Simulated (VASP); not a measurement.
# Pt (Fm-3m) in VASP: notebook

Runs on Pt. Level: r2SCAN. Tasks: single point, relaxation of cell and atoms.

Program: VASP 6.6.1. These are calculated values, not measurements. Logs are shortened: lines on timing, memory, paths and dates and some standing lists are left out, and cuts for length are marked.

**1. The cell of the first run**

The structure is cubic, space group Fm-3m (No. 225). The conventional cell has a = 3.943 Å, b = 3.943 Å, c = 3.943 Å, α = 90.00°, β = 90.00°, γ = 90.00°. Pt (site symmetry m-3m) has 12 Pt at 2.79 Å within 3.7 Å.

**2. Single point, r2SCAN**

POSCAR reads:

```
Pt
1.0
    0.0000000000      1.9717495363      1.9717495363
    1.9717495363      0.0000000000      1.9717495363
    1.9717495363      1.9717495363      0.0000000000
Pt
1
Direct
    0.0000000000      0.0000000000      0.0000000000
```

INCAR.step1 reads:

```
PREC = Accurate
ENCUT = 520
ISMEAR = -1
SIGMA = 0.15
LREAL = False
LASPH = True
NELM = 80
NBANDS = 11
GGA = PE
ALGO = Normal
EDIFF = 1E-4
LWAVE = True
LCHARG = False
```

INCAR.step2 reads:

```
PREC = Accurate
ENCUT = 520
EDIFF = 1E-6
ISMEAR = -1
SIGMA = 0.15
LREAL = False
LASPH = True
NELM = 80
ALGO = Normal
ISIF = 2
LWAVE = False
LCHARG = True
METAGGA = R2SCAN
LMIXTAU = True
LELF = True
LVHAR = True
NBANDS = 11
ISTART = 1
```

KPOINTS reads:

```
Automatic mesh
0
Gamma
  24 24 24
```

Potentials or basis: VASP PAW PBE potentials, release 64 (Pt).

The run is started by

```console
$ cat potpaw_PBE.64/Pt/POTCAR > POTCAR
$ cp INCAR.step1 INCAR
$ mpirun -np 1 vasp_std > vasp.out
$ cp INCAR.step2 INCAR
$ mpirun -np 1 vasp_std > vasp.out
```

OUTCAR:

```text
PREC = Accurate
   ENCUT = 520
   EDIFF = 1E-6
   ISMEAR = -1
   LREAL = False
   LASPH = True
   NELM = 80
   ISIF = 2
   METAGGA = R2SCAN
   ISTART = 1

 ion  position               nearest neighbor table
   1  0.000  0.000  0.000-

  LATTYP: Found a face centered cubic cell.
 ALAT       =     3.9434990726

  Lattice vectors:

 A1 = (   0.0000000000,   1.9717495363,   1.9717495363)
 A2 = (   1.9717495363,   0.0000000000,   1.9717495363)
 A3 = (   1.9717495363,   1.9717495363,   0.0000000000)

Analysis of symmetry for initial positions (statically):
=====================================================================
 Subroutine PRICEL returns:
 Original cell was already a primitive cell.

 Routine SETGRP: Setting up the symmetry group for a
 face centered cubic supercell.

 Subroutine GETGRP returns: Found 48 space group operations
 (whereof 48 operations were pure point group operations)
 out of a pool of 48 trial point group operations.

The static configuration has the point symmetry O_h .

Analysis of symmetry for dynamics (positions and initial velocities):
=====================================================================
 Subroutine PRICEL returns:
 Original cell was already a primitive cell.

 Routine SETGRP: Setting up the symmetry group for a
 face centered cubic supercell.

 Subroutine GETGRP returns: Found 48 space group operations
 (whereof 48 operations were pure point group operations)
 out of a pool of 48 trial point group operations.

The dynamic configuration has the point symmetry O_h .

 Subroutine INISYM returns: Found 48 space group operations
 (whereof 48 operations are pure point group operations),
 and found     1 'primitive' translations

----------------------------------------------------------------------------------------

                                     Primitive cell

  volume of cell :      15.3315

  direct lattice vectors                    reciprocal lattice vectors
     0.000000000  1.971749536  1.971749536    -0.253581903  0.253581903  0.253581903
     1.971749536  0.000000000  1.971749536     0.253581903 -0.253581903  0.253581903
     1.971749536  1.971749536  0.000000000     0.253581903  0.253581903 -0.253581903

  length of vectors
     2.788474936  2.788474936  2.788474936     0.439216740  0.439216740  0.439216740

  position of ions in fractional coordinates (direct lattice)
     0.000000000  0.000000000  0.000000000

  ion indices of the primitive-cell ions
   primitive index   ion index
                 1           1

----------------------------------------------------------------------------------------

 KPOINTS: Automatic mesh

Automatic generation of k-mesh.
 Grid dimensions read from file:
 generate k-points for:   24   24   24

 Generating k-lattice:

  Cartesian coordinates                     Fractional coordinates (reciprocal lattice)
    -0.010565913  0.010565913  0.010565913     0.041666667  0.000000000  0.000000000
     0.010565913 -0.010565913  0.010565913     0.000000000  0.041666667  0.000000000
     0.010565913  0.010565913 -0.010565913     0.000000000  0.000000000  0.041666667

  Length of vectors
     0.018300698  0.018300698  0.018300698

  Shift w.r.t. Gamma in fractional coordinates (k-lattice)
     0.000000000  0.000000000  0.000000000

 Subroutine IBZKPT returns following result:
 ===========================================

 Found    413 irreducible k-points:

 Following reciprocal coordinates:
            Coordinates               Weight
  0.000000  0.000000  0.000000      1.000000
  0.041667  0.000000  0.000000      8.000000
  0.083333  0.000000  0.000000      8.000000
  0.125000  0.000000  0.000000      8.000000
  0.166667  0.000000  0.000000      8.000000
  0.208333  0.000000  0.000000      8.000000
[... 16 lines left out ...]
  0.416667  0.041667  0.000000     24.000000
  0.458333  0.041667  0.000000     24.000000
 [... further k-points ...]
   k-points           NKPTS =    413   k-points in BZ     NKDIM =    413   number of bands    NBANDS=     11
   number of dos      NEDOS =    301   number of ions     NIONS =      1
   total plane-waves  NPLWV =  13824
   dimension x,y,z NGX =    24 NGY =   24 NGZ =   24
   dimension x,y,z NGXF=    48 NGYF=   48 NGZF=   48
   ions per type =               1
   NGX,Y,Z   is equivalent  to a cutoff of  14.31, 14.31, 14.31 a.u.
   NGXF,Y,Z  is equivalent  to a cutoff of  28.62, 28.62, 28.62 a.u.
 SYSTEM =  unknown system
   PREC   = accura    normal or accurate (medium, high low for compatibility)
   ISTART =      1    job   : 0-new  1-cont  2-samecut
   ICHARG =      0    charge: 1-file 2-atom 10-const
   ISPIN  =      1    spin polarized calculation?
   LNONCOLLINEAR =      F non collinear calculations
   LSORBIT =      F    spin-orbit coupling
   LASPH  =      T    aspherical Exc in radial PAW
   ENCUT  =  520.0 eV  38.22 Ry    6.18 a.u.   5.18  5.18  5.18*2*pi/ulx,y,z
   NELM   =     80;   NELMIN=  2; NELMDL=  0     # of ELM steps
   EDIFF  = 0.1E-05   stopping-criterion for ELM
   LREAL  =      F    real-space projection
   EDIFFG = 0.1E-04   stopping-criterion for IOM
   NSW    =      0    number of steps for IOM
   IBRION =     -1    ionic relax: 0-MD 1-quasi-New 2-CG
   NFREE  =      0    steps in history (QN), initial steepest desc. (CG)
   ISIF   =      2    stress and relaxation
   ISYM   =      2    0-nonsym 1-usesym 2-fastsym
   POTIM  = 0.5000    time-step for ionic-motion
   TEBEG  =    0.0;   TEEND  =   0.0 temperature during run
   PSTRESS=    0.0 pullay stress
   NELECT =      10.0000    total number of electrons
   NUPDOWN=      -1.0000    fix difference up-down
   EMIN   =  10.00;   EMAX   =-10.00  energy-range for DOS
   EFERMI =   0.00;   METHOD = LEGACY
   ISMEAR =    -1;   SIGMA  =   0.15  broadening in eV -4-tet -1-fermi 0-gaus
   EFERMI_NEDOS =   21; number of points for ismear=-14 and -15
   IALGO  =     38    algorithm
   IMIX   =      4    mixing-type and parameters
     AMIX     =   0.40;   BMIX     =  1.00
     AMIX_MAG =   1.60;   BMIX_MAG =  1.00
  volume/ion in A,a.u.               =      15.33       103.46
  Fermi-wavevector in a.u.,A,eV,Ry     =   1.419754  2.682946 27.425281  2.015701
  Thomas-Fermi vector in A             =   2.540741
   LORBIT       =      0    0 simple, 1 ext, 2 COOP (PROOUT), +10 PAW based schemes
   METAGGA = R2SCAN    functional components
   LHFCALC =     F    Hartree Fock is set to
   AEXX    =    0.0000 exact exchange contribution
   IVDW    =     0    specifies the selected vdW correction
   LEPSILON=     F    determine dielectric tensor
   LRPA    =     F    only Hartree local field effects (RPA)
 non-spin polarized calculation
  energy-cutoff  :      520.00
  volume of cell :       15.33
 maximum number of plane-waves:       428
 NGX is ok and might be reduce to    24
   NGX = 11   NGY = 11   NGZ = 11

 number of electron      10.0000001 magnetization

 Free energy of the ion-electron system (eV)
  ---------------------------------------------------
  ext. energy  EPLUGINS =         0.00000000
  ---------------------------------------------------
  free energy    TOTEN  =       -51.56099305 eV

  energy without entropy =      -51.45456553  energy(sigma->0) =      -51.50777929

 E-fermi :  10.7209     XC(G=0): -14.5189

 val. band max:       10.7157836583   @ k =  -0.4167   0.3333   0.0833
 cond. band min:      10.7232179702   @ k =  -0.4583   0.2500   0.0000
 fundamental gap:      0.0074343119
 Fermi energy:        10.7208751089

 k-point     1 :       0.0000    0.0000    0.0000
  band No.  band energies     occupation
      1       0.3962      2.00000
      2       6.8901      2.00000
      3       6.8901      2.00000
      4       6.8901      2.00000
      5       8.9973      1.99998
      6       8.9973      1.99998
      7      26.2297      0.00000
      8      31.3015      0.00000
      9      31.3015      0.00000
     10      31.3015      0.00000
     11      37.1103      0.00000

 k-point     2 :       0.0417    0.0000    0.0000
  band No.  band energies     occupation
      1       0.4683      2.00000
      2       6.8580      2.00000
      3       6.9190      2.00000
      4       6.9190      2.00000
      5       8.9813      1.99998
      6       8.9813      1.99998
      7      26.3401      0.00000
      8      30.9052      0.00000
      9      31.4092      0.00000
     10      31.4092      0.00000
     11      37.5437      0.00000

 k-point     3 :       0.0833    0.0000    0.0000
  band No.  band energies     occupation
      1       0.6809      2.00000
      2       6.7696      2.00000
      3       6.9996      2.00000
      4       6.9996      2.00000
      5       8.9409      1.99999
      6       8.9409      1.99999
      7      26.6540      0.00000
      8      29.9625      0.00000
      9      31.7266      0.00000
     10      31.7266      0.00000
     11      38.3988      0.00000

 k-point     4 :       0.1250    0.0000    0.0000
  band No.  band energies     occupation
      1       1.0224      2.00000
      2       6.6480      2.00000
      3       7.1118      2.00000
      4       7.1118      2.00000
      5       8.9005      1.99999
      6       8.9005      1.99999
      7      27.1123      0.00000
      8      28.7925      0.00000
      9      32.2355      0.00000
     10      32.2355      0.00000
     11      38.0410      0.00000
[... 239 lines left out ...]
 k-point    22 :       0.3750    0.0417    0.0000
  band No.  band energies     occupation
      1       3.3003      2.00000
      2       6.9397      2.00000
      3       7.0531      2.00000
      4       7.8516      2.00000
      5      10.0879      1.97102
      6      10.2519      1.91592
      7      20.4076      0.00000
      8      26.7839      0.00000
      9      31.5638      0.00000
     10      32.5165      0.00000
     11      37.7371      0.00000

 k-point    23 :       0.4167    0.0417    0.0000
  band No.  band energies     occupation
      1       3.3548      2.00000
      2       6.8426      2.00000
      3       6.9563      2.00000
      4       8.6741      2.00000
      5      10.5150      1.59567
      6      10.5545      1.50390
      7      18.8399      0.00000
      8      26.3747      0.00000
      9      30.9277      0.00000
     10      31.5588      0.00000
     11      38.7208      0.00000

 k-point    24 :       0.4583    0.0417    0.0000
  band No.  band energies     occupation
      1       3.3637      2.00000
      2       6.7772      2.00000
      3       6.8844      2.00000
      4       9.3864      1.99973
      5      10.6840      1.12227
      6      11.0393      0.21381
      7      17.5235      0.00000
      8      26.1021      0.00000
      9      30.5328      0.00000
     10      30.8338      0.00000
     11      39.4295      0.00000

 [... further k-points ...]
[... 5 lines left out ...]
  --------------------------------------------------------------------------------------
  -------------------------------------------------------------------------------------
  Total        0.0689781      0.0689781      0.0689781      0.0000000      0.0000000     -0.0000000
  in kB        7.2083614      7.2083614      7.2083614      0.0000000      0.0000000     -0.0000000
  external PRESSURE =       7.2083614 kB  Pullay stress =       0.0000000 kB

 VOLUME and BASIS-vectors are now :
 -----------------------------------------------------------------------------
  energy-cutoff  :      520.00
  volume of cell :       15.33
      direct lattice vectors                 reciprocal lattice vectors
     0.000000000  1.971749536  1.971749536    -0.253581903  0.253581903  0.253581903
     1.971749536  0.000000000  1.971749536     0.253581903 -0.253581903  0.253581903
     1.971749536  1.971749536  0.000000000     0.253581903  0.253581903 -0.253581903

 POSITION                                       TOTAL-FORCE (eV/Angst)
 -----------------------------------------------------------------------------------
      0.00000      0.00000      0.00000        -0.000000      0.000000     -0.000000
 -----------------------------------------------------------------------------------
    total drift:                               -0.000000      0.000000      0.000000

  FREE ENERGIE OF THE ION-ELECTRON SYSTEM (eV)
  ---------------------------------------------------
  free  energy   TOTEN  =       -51.5609930506 eV

  energy  without entropy=      -51.4545655256  energy(sigma->0) =      -51.50777929
```

Wall time 4.8 min (1 thread of Intel Xeon 8259CL, shared host); peak memory 0.21 GiB.

What came out:

| Property | Result |
| --- | --- |
| Free energy | -51.5610 eV |
| Pressure | 0.7 GPa |
| Band gap on the k mesh | zero (band 5 reaches 11.21 eV, above the bottom of band 6 at 8.90 eV) |

Levels at points of the mesh, in eV from the Fermi level:
```csv
k point,band 3,band 4,band 5,band 6,band 7,band 8
"(0.00, 0.00, 0.00)",-3.83,-3.83,-1.72,-1.72,15.51,20.58
"(0.50, 0.00, 0.00)",-3.93,-0.25,0.01,0.01,6.01,15.15
"(0.50, 0.50, 0.00)",-0.08,0.49,0.49,1.96,9.14,11.95
```

Caveat: the PAW data sets were made with another functional, which shifts forces and pressure a little; spin-orbit coupling is left out, which moves the levels of the heavy elements.

**3. Relaxation of cell and atoms, r2SCAN**

This run uses another cell than the first one, of 15.29 Å³/atom, 0.997 times its volume.

POSCAR reads:

```
Pt
1.0
    0.0000000000      1.9699417981      1.9699417981
    1.9699417981      0.0000000000      1.9699417981
    1.9699417981      1.9699417981      0.0000000000
Pt
1
Direct
    0.0000000000      0.0000000000      0.0000000000
```

INCAR.step1 reads:

```
SYSTEM = Pt
  PREC = Accurate
  ENCUT = 600
  ISMEAR = -1
  SIGMA = 0.15
  LREAL = .FALSE.
  LASPH = .TRUE.
  NELM = 60
  GGA = PE
  ALGO = Normal
  EDIFF = 1E-4
  LWAVE = .TRUE.
  LCHARG = .FALSE.
```

INCAR.step2 reads:

```
SYSTEM = Pt
  PREC = Accurate
  ENCUT = 600
  EDIFF = 1E-6
  ISMEAR = -1
  SIGMA = 0.15
  LREAL = .FALSE.
  LASPH = .TRUE.
  NELM = 60
  ALGO = Normal
  ISIF = 3
  LWAVE = .FALSE.
  LCHARG = .FALSE.
  METAGGA = R2SCAN
  LMIXTAU = .TRUE.
  IBRION = 2
  NSW = 80
  EDIFFG = -0.001
  ISTART = 1
```

KPOINTS reads:

```
regular mesh
0
G
  24 24 24
  0 0 0
```

Potentials or basis: VASP PAW PBE potentials, release 64 (Pt).

The run is started by

```console
$ cat potpaw_PBE.64/Pt/POTCAR > POTCAR
$ cp INCAR.step1 INCAR
$ mpirun -np 1 vasp_std > vasp.out
$ cp INCAR.step2 INCAR
$ mpirun -np 1 vasp_std > vasp.out
```

It took 8.7 min on 1 thread of Intel Xeon 8259CL, shared host; peak memory 0.22 GiB.

Results (log left out):

* Free energy: -51.5602 eV
* Relaxed volume: 15.37 Å³/atom
* Relaxed cell: a = 2.791 Å, b = 2.791 Å, c = 2.791 Å, α = 60.00°, β = 60.00°, γ = 60.00°
* Space group after relaxing (to 0.05 Å): Fm-3m (No. 225)
* Energy gained by relaxing: 0.4 meV/atom
* Ionic steps: 3
* Pressure after relaxing: 0.0 GPa
* Band gap on the k mesh: zero (band 5 reaches 11.16 eV, above the bottom of band 6 at 8.86 eV)

Step by step:
```tsv
step	energy change (eV)	largest force (eV/Å)	pressure (GPa)	volume (Å³)
1	0.0000	0.0000	1.55	15.29
2	0.0028	0.0000	-4.04	15.62
3	-0.0004	0.0000	0.01	15.37
```

Final structure:
```xyz
1
Lattice="0.0000 1.9736 1.9736 1.9736 0.0000 1.9736 1.9736 1.9736 0.0000" Properties=species:S:1:pos:R:3 pbc="T T T"
Pt    0.0000    0.0000    0.0000
```

Levels at points of the mesh, in eV from the Fermi level:
| k point | band 1 | band 2 | band 3 | band 4 | band 5 | band 6 | band 7 | band 8 | band 9 |
| --- | --- | --- | --- | --- | --- | --- | --- | --- | --- |
| (0.00, 0.00, 0.00) | -10.29 | -3.81 | -3.81 | -3.81 | -1.72 | -1.72 | 15.52 | 20.57 | 20.57 |
| (0.50, 0.00, 0.00) | -7.39 | -3.91 | -3.91 | -0.24 | 0.00 | 0.00 | 5.99 | 15.15 | 19.80 |
| (0.50, 0.50, 0.00) | -7.10 | -6.67 | -0.08 | 0.49 | 0.49 | 1.97 | 9.11 | 11.94 | 11.94 |

Caveat: the PAW data sets were made with another functional, which shifts forces and pressure a little; spin-orbit coupling is left out, which moves the levels of the heavy elements.

(Part 1 of 2 ends here.)
